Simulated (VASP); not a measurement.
# PtS2 (P4_2/mnm) in VASP: single point with PBE

Aim: the single point of PtS2 with PBE.

Everything below comes from runs of VASP 6.6.1. Logs are shortened: lines on timing, memory, paths and dates and some standing lists are left out, and cuts for length are marked.

**1. The cell of the first run**

The structure is tetragonal, space group P4_2/mnm (No. 136). The conventional cell has a = 5.448 Å, b = 5.448 Å, c = 3.827 Å, α = 90.00°, β = 90.00°, γ = 90.00°. Within 3.2 Å of Pt (site symmetry mmm) lie 6 S at 2.40 Å. S (site symmetry m2m) has 3 Pt at 2.40 Å and 1 S at 2.91 Å within 3.2 Å.

The cell was built from a structure type or drawn by symmetry, and may not be a known phase.

**2. Single point, PBE, collinear spin**

File INCAR:

```
SYSTEM = PtS2
ALGO = Normal
EDIFF = 1E-6
ENCUT = 520
GGA = PE
ISIF = 2
ISMEAR = 0
ISPIN = 2
LASPH = .True.
LCHARG = .True.
LELF = .True.
LMAXMIX = 4
LORBIT = 11
LREAL = .False.
LVHAR = .True.
LWAVE = .False.
MAGMOM = 1 1 0 0 0 0
NBANDS = 35
NELM = 150
PREC = Accurate
SIGMA = 0.1
```

File KPOINTS:

```
k-points
0
Gamma
  4 4 4
  0 0 0
```

File POSCAR:

```
PtS2
1.0
    5.4477227416      0.0000000000      0.0000000000
    0.0000000000      5.4477227416      0.0000000000
    0.0000000000      0.0000000000      3.8267566238
Pt S
2 4
Direct
    0.0000000000      0.0000000000      0.0000000000
    0.5000000000      0.5000000000      0.5000000000
    0.6891112177      0.3108887823      0.0000000000
    0.3108887823      0.6891112177      0.0000000000
    0.1891112177      0.1891112177      0.5000000000
    0.8108887823      0.8108887823      0.5000000000
```

Potentials or basis: VASP PAW PBE potentials, release 64 (Pt, S).

The run is started by

```bash
$ cat potpaw_PBE.64/Pt/POTCAR potpaw_PBE.64/S/POTCAR > POTCAR
$ mpirun -np 1 vasp_std > vasp.out
```

OUTCAR:

```text
SYSTEM = PtS2
   EDIFF = 1E-6
   ENCUT = 520
   GGA = PE
   ISIF = 2
   ISMEAR = 0
   ISPIN = 2
   LASPH = .True.
   LORBIT = 11
   LREAL = .False.
   NELM = 150
   PREC = Accurate

 ion  position               nearest neighbor table
   1  0.000  0.000  0.000-   3 2.40   4 2.40   5 2.40   6 2.40   5 2.40   6 2.40
   2  0.500  0.500  0.500-   5 2.40   6 2.40   3 2.40   4 2.40   3 2.40   4 2.40
   3  0.689  0.311  0.000-   1 2.40   2 2.40   2 2.40
   4  0.311  0.689  0.000-   1 2.40   2 2.40   2 2.40
   5  0.189  0.189  0.500-   2 2.40   1 2.40   1 2.40
   6  0.811  0.811  0.500-   2 2.40   1 2.40   1 2.40

  LATTYP: Found a simple tetragonal cell.
 ALAT       =     5.4477227416
 C/A-ratio  =     0.7024506946

  Lattice vectors:

 A1 = (   5.4477227416,   0.0000000000,   0.0000000000)
 A2 = (   0.0000000000,   5.4477227416,   0.0000000000)
 A3 = (   0.0000000000,   0.0000000000,   3.8267566238)

Analysis of symmetry for initial positions (statically):
=====================================================================
 Subroutine PRICEL returns:
 Original cell was already a primitive cell.

 Routine SETGRP: Setting up the symmetry group for a
 simple tetragonal supercell.

 Subroutine GETGRP returns: Found 16 space group operations
 (whereof  8 operations were pure point group operations)
 out of a pool of 16 trial point group operations.

The static configuration has the point symmetry D_2h.
 The point group associated with its full space group is D_4h.

Analysis of symmetry for dynamics (positions and initial velocities):
=====================================================================
 Subroutine PRICEL returns:
 Original cell was already a primitive cell.

 Routine SETGRP: Setting up the symmetry group for a
 simple tetragonal supercell.

 Subroutine GETGRP returns: Found 16 space group operations
 (whereof  8 operations were pure point group operations)
 out of a pool of 16 trial point group operations.

The dynamic configuration has the point symmetry D_2h.
 The point group associated with its full space group is D_4h.

Analysis of structural, dynamic, and magnetic symmetry:
=====================================================================
 Subroutine PRICEL returns:
 Original cell was already a primitive cell.

 Routine SETGRP: Setting up the symmetry group for a
 simple tetragonal supercell.

 Subroutine GETGRP returns: Found 16 space group operations
 (whereof  8 operations were pure point group operations)
 out of a pool of 16 trial point group operations.

The overall configuration has the point symmetry D_2h.
 The point group associated with its full space group is D_4h.

 Subroutine INISYM returns: Found 16 space group operations
 (whereof  8 operations are pure point group operations),
 and found     1 'primitive' translations

----------------------------------------------------------------------------------------

                                     Primitive cell

  volume of cell :     113.5693

  direct lattice vectors                    reciprocal lattice vectors
     5.447722742  0.000000000  0.000000000     0.183562939  0.000000000  0.000000000
     0.000000000  5.447722742  0.000000000     0.000000000  0.183562939  0.000000000
     0.000000000  0.000000000  3.826756624     0.000000000  0.000000000  0.261317899

  length of vectors
     5.447722742  5.447722742  3.826756624     0.183562939  0.183562939  0.261317899

  position of ions in fractional coordinates (direct lattice)
     0.000000000  0.000000000  0.000000000
     0.500000000  0.500000000  0.500000000
     0.689111218  0.310888782  0.000000000
     0.310888782  0.689111218  0.000000000
     0.189111218  0.189111218  0.500000000
     0.810888782  0.810888782  0.500000000

  ion indices of the primitive-cell ions
   primitive index   ion index
                 1           1
                 2           2
                 3           3
                 4           4
                 5           5
                 6           6

[... 30 lines left out ...]
  0.500000  0.000000  0.000000      2.000000
  0.250000  0.250000  0.000000      4.000000
  0.500000  0.250000  0.000000      4.000000
  0.500000  0.500000  0.000000      1.000000
[... 10 lines left out ...]
  0.500000  0.250000  0.500000      4.000000
  0.500000  0.500000  0.500000      1.000000
   k-points           NKPTS =     18   k-points in BZ     NKDIM =     18   number of bands    NBANDS=     35
   number of dos      NEDOS =    301   number of ions     NIONS =      6
   total plane-waves  NPLWV =  49392
   dimension x,y,z NGX =    42 NGY =   42 NGZ =   28
   dimension x,y,z NGXF=    84 NGYF=   84 NGZF=   56
   ions per type =               2   4
   NGX,Y,Z   is equivalent  to a cutoff of  12.82, 12.82, 12.16 a.u.
   NGXF,Y,Z  is equivalent  to a cutoff of  25.63, 25.63, 24.33 a.u.
 SYSTEM =  PtS2
   PREC   = accura    normal or accurate (medium, high low for compatibility)
   ISTART =      0    job   : 0-new  1-cont  2-samecut
   ICHARG =      2    charge: 1-file 2-atom 10-const
   ISPIN  =      2    spin polarized calculation?
   LNONCOLLINEAR =      F non collinear calculations
   LSORBIT =      F    spin-orbit coupling
   LASPH  =      T    aspherical Exc in radial PAW
   ENCUT  =  520.0 eV  38.22 Ry    6.18 a.u.  10.13 10.13  7.12*2*pi/ulx,y,z
   NELM   =    150;   NELMIN=  2; NELMDL= -5     # of ELM steps
   EDIFF  = 0.1E-05   stopping-criterion for ELM
   LREAL  =      F    real-space projection
   EDIFFG = 0.1E-04   stopping-criterion for IOM
   NSW    =      0    number of steps for IOM
   IBRION =     -1    ionic relax: 0-MD 1-quasi-New 2-CG
   NFREE  =      0    steps in history (QN), initial steepest desc. (CG)
   ISIF   =      2    stress and relaxation
   ISYM   =      2    0-nonsym 1-usesym 2-fastsym
   POTIM  = 0.5000    time-step for ionic-motion
   TEBEG  =    0.0;   TEEND  =   0.0 temperature during run
   PSTRESS=    0.0 pullay stress
   NELECT =      44.0000    total number of electrons
   NUPDOWN=      -1.0000    fix difference up-down
   EMIN   =  10.00;   EMAX   =-10.00  energy-range for DOS
   EFERMI =   0.00;   METHOD = LEGACY
   ISMEAR =     0;   SIGMA  =   0.10  broadening in eV -4-tet -1-fermi 0-gaus
   EFERMI_NEDOS =   21; number of points for ismear=-14 and -15
   IALGO  =     38    algorithm
   IMIX   =      4    mixing-type and parameters
     AMIX     =   0.40;   BMIX     =  1.00
     AMIX_MAG =   1.60;   BMIX_MAG =  1.00
  volume/ion in A,a.u.               =      18.93       127.73
  Fermi-wavevector in a.u.,A,eV,Ry     =   1.193453  2.255300 19.379198  1.424331
  Thomas-Fermi vector in A             =   2.329467
   LORBIT       =     11    0 simple, 1 ext, 2 COOP (PROOUT), +10 PAW based schemes
   GGA     = PE    functional components
   LHFCALC =     F    Hartree Fock is set to
   AEXX    =    0.0000 exact exchange contribution
   IVDW    =     0    specifies the selected vdW correction
   LEPSILON=     F    determine dielectric tensor
   LRPA    =     F    only Hartree local field effects (RPA)
 spin polarized calculation
 Gauss-broadening in eV      SIGMA  =   0.10
  energy-cutoff  :      520.00
  volume of cell :      113.57
 maximum number of plane-waves:      3088
 NGX is ok and might be reduce to    42
   NGX = 21   NGY = 21   NGZ = 15

 number of electron      43.9999992 magnetization       0.3797898

 Free energy of the ion-electron system (eV)
  ---------------------------------------------------
  ext. energy  EPLUGINS =         0.00000000
  ---------------------------------------------------
  free energy    TOTEN  =       -28.87479057 eV

  energy without entropy =      -28.84407466  energy(sigma->0) =      -28.85943262

 E-fermi :   6.0328     XC(G=0): -10.5228

 val. band max:        6.0290600282   @ k =   0.5000   0.2500   0.5000
 cond. band min:       6.0533877382   @ k =   0.5000   0.5000   0.2500
 fundamental gap:      0.0243277099
 Fermi energy:         6.0328093176

 spin component 1

 k-point     1 :       0.0000    0.0000    0.0000
  band No.  band energies     occupation
      1      -8.7958      1.00000
      2      -7.1149      1.00000
      3      -6.2748      1.00000
      4      -6.2748      1.00000
      5      -1.8253      1.00000
      6      -1.1049      1.00000
[... 655 lines left out ...]
     33      16.1357      0.00000
     34      16.1357      0.00000
 Fermi energy:         6.0328093176

 spin component 2

 k-point     1 :       0.0000    0.0000    0.0000
  band No.  band energies     occupation
      1      -8.7445      1.00000
      2      -7.0622      1.00000
      3      -6.2098      1.00000
      4      -6.2098      1.00000
      5      -1.8048      1.00000
      6      -1.0848      1.00000
[... 655 lines left out ...]
     33      16.1917      0.00000
     34      16.1917      0.00000
 [bands above 34 left out]

------------------------ aborting loop because EDIFF is reached ----------------------------------------

  FORCE on cell =-STRESS in cart. coord.  units (eV):
  Direction    XX          YY          ZZ          XY          YZ          ZX
  --------------------------------------------------------------------------------------
  -------------------------------------------------------------------------------------
  Total       -0.2182318     -0.2182318     -0.3213251      0.0000000      0.0000000      0.0000000
  in kB       -3.0787030     -3.0787030     -4.5330910      0.0000000      0.0000000      0.0000000
  external PRESSURE =      -3.5634990 kB  Pullay stress =       0.0000000 kB

 VOLUME and BASIS-vectors are now :
 -----------------------------------------------------------------------------
  energy-cutoff  :      520.00
  volume of cell :      113.57
      direct lattice vectors                 reciprocal lattice vectors
     5.447722742  0.000000000  0.000000000     0.183562939  0.000000000  0.000000000
     0.000000000  5.447722742  0.000000000     0.000000000  0.183562939  0.000000000
     0.000000000  0.000000000  3.826756624     0.000000000  0.000000000  0.261317899

 POSITION                                       TOTAL-FORCE (eV/Angst)
 -----------------------------------------------------------------------------------
      0.00000      0.00000      0.00000         0.000000      0.000000     -0.000000
      2.72386      2.72386      1.91338         0.000000      0.000000     -0.000000
      3.75409      1.69364      0.00000        -0.004520      0.004520      0.000000
      1.69364      3.75409      0.00000         0.004520     -0.004520     -0.000000
      1.03023      1.03023      1.91338        -0.004520     -0.004520     -0.000000
      4.41750      4.41750      1.91338         0.004520      0.004520      0.000000
 -----------------------------------------------------------------------------------
    total drift:                               -0.000000     -0.000000     -0.000000

  FREE ENERGIE OF THE ION-ELECTRON SYSTEM (eV)
  ---------------------------------------------------
  free  energy   TOTEN  =       -28.8747905711 eV

  energy  without entropy=      -28.8440746650  energy(sigma->0) =      -28.85943262

 total charge

# of ion       s       p       d       tot
------------------------------------------
    1        0.650   0.699   7.980   9.328
    2        0.650   0.699   7.980   9.328
    3        1.356   2.265   0.000   3.621
    4        1.356   2.265   0.000   3.621
    5        1.356   2.265   0.000   3.621
    6        1.356   2.265   0.000   3.621
--------------------------------------------------
tot          6.723  10.459  15.960  33.141

 magnetization (x)

# of ion       s       p       d       tot
------------------------------------------
    1       -0.000  -0.002   0.045   0.043
    2       -0.000  -0.002   0.045   0.043
    3        0.002   0.047   0.000   0.048
    4        0.002   0.047   0.000   0.048
    5        0.002   0.047   0.000   0.048
    6        0.002   0.047   0.000   0.048
--------------------------------------------------
tot          0.007   0.183   0.090   0.280
```

Run time: 4.6 min. Hardware: 1 thread of AMD EPYC, shared host; peak memory 0.27 GiB.

Results:

| Item | Value |
| --- | --- |
| Free energy | -28.8748 eV |
| Pressure | -0.4 GPa |
| Largest force | 0.006 eV/Å |
| Net moment | 0.38 μB per cell |
| Site moments | Pt +0.04; S +0.05 μB |
| Valence electrons inside the program's atomic spheres | Pt 9.33; S 3.62 |

Forces in eV/Å, atoms in the order of the input:
```
Pt   0.000  0.000  0.000
Pt   0.000  0.000  0.000
S   -0.005  0.005  0.000
S    0.005 -0.005  0.000
S   -0.005 -0.005  0.000
S    0.005  0.005  0.000
```

Stress tensor (GPa, compression positive):
```
-0.31  0.00  0.00
 0.00 -0.31  0.00
 0.00  0.00 -0.45
```

Caveat: the k points lie up to 0.41 Å⁻¹ apart; spin-orbit coupling is left out, which moves the levels of the heavy elements.
